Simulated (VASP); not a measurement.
Wanted: the native input for a VASP 6.6.1 run.

```yaml
Task: relaxation of cell and atoms
Functional: PBE
Potentials_or_basis: VASP PAW PBE potentials, release 64 (Ga_d, Sb, As)
Cutoff: 600 eV
k_mesh: 6 × 6 × 2
Occupations: gaussian, width 0.1 eV
Spin: no spin polarisation
Dipole_correction: no
Further_INCAR_settings: ALGO = Normal; EDIFF = 1e-06; IBRION = 2; EDIFFG = -0.04; NSW = 90; ISIF = 3
```

The structure of Ga3Sb2As lies in POSCAR:

```
Ga3Sb2As
1.0
    4.0383693400      0.0000000000      0.0000000000
   -2.0191846700      3.4973304400      0.0000000000
    0.0000000000      0.0000000000      9.8919442700
Ga Sb As
3 2 1
Direct
    0.0000000000      0.0000000000      0.0000000000
    0.3333333300      0.6666666700      0.6666666700
    0.6666666700      0.3333333300      0.3333333300
    0.6666666700      0.3333333300      0.5833333300
    0.0000000000      0.0000000000      0.2500000000
    0.3333333300      0.6666666700      0.9166666700
```

These files were run (other wordings do the same):

INCAR

```
SYSTEM = Ga3Sb2As
ALGO     = Normal         ! electronic algorithm
EDIFF    = 1E-6           ! SCF threshold, eV
EDIFFG   = -0.04          ! ionic threshold
ENCUT    = 600            ! plane-wave cutoff, eV
GGA      = PE             ! functional
IBRION   = 2              ! ionic algorithm
ISIF     = 3              ! what is computed and relaxed
ISMEAR   = 0              ! smearing method
LASPH    = .True.         ! aspherical terms in the spheres
LCHARG   = .False.        ! write CHGCAR
LREAL    = .False.        ! projectors in reciprocal space
LWAVE    = .False.        ! write WAVECAR
NELM     = 80             ! most SCF steps
NSW      = 90             ! ionic steps
PREC     = Accurate       ! precision mode
SIGMA    = 0.1            ! smearing width, eV
```

KPOINTS

```
k-points
0
Gamma
  6 6 2
  0 0 0
```

Potentials or basis: VASP PAW PBE potentials, release 64 (Ga_d, Sb, As).

The run is started by

```bash
$ cat potpaw_PBE.64/Ga_d/POTCAR potpaw_PBE.64/Sb/POTCAR potpaw_PBE.64/As/POTCAR > POTCAR
$ mpirun -np 1 vasp_std > vasp.out
```

It gave:

| Item | Value |
| --- | --- |
| Relaxed volume | 28.00 Å³/atom |
| Relaxed cell | a = 4.300 Å, b = 4.300 Å, c = 10.493 Å, α = 90.00°, β = 90.00°, γ = 120.00° |
| Space group after relaxing (to 0.05 Å) | P3m1 (No. 156) |
| Energy gained by relaxing | 202.9 meV/atom |
| Ionic steps | 9 |
| Pressure after relaxing | 0.0 GPa |
| Largest force after relaxing | 0.014 eV/Å |
| Band gap on the k mesh | zero (band 27 reaches 4.24 eV, above the bottom of band 28 at 4.11 eV) |

Caveat: the volume moved by over 15 % at a fixed basis, so the end points are rough; spin-orbit coupling is left out, which moves the levels of the heavy elements.

Run time: 3.5 min on 1 thread of Intel(R) Xeon(R) Platinum 8559C (Emerald Rapids), on a shared host, peak memory 0.33 GiB.
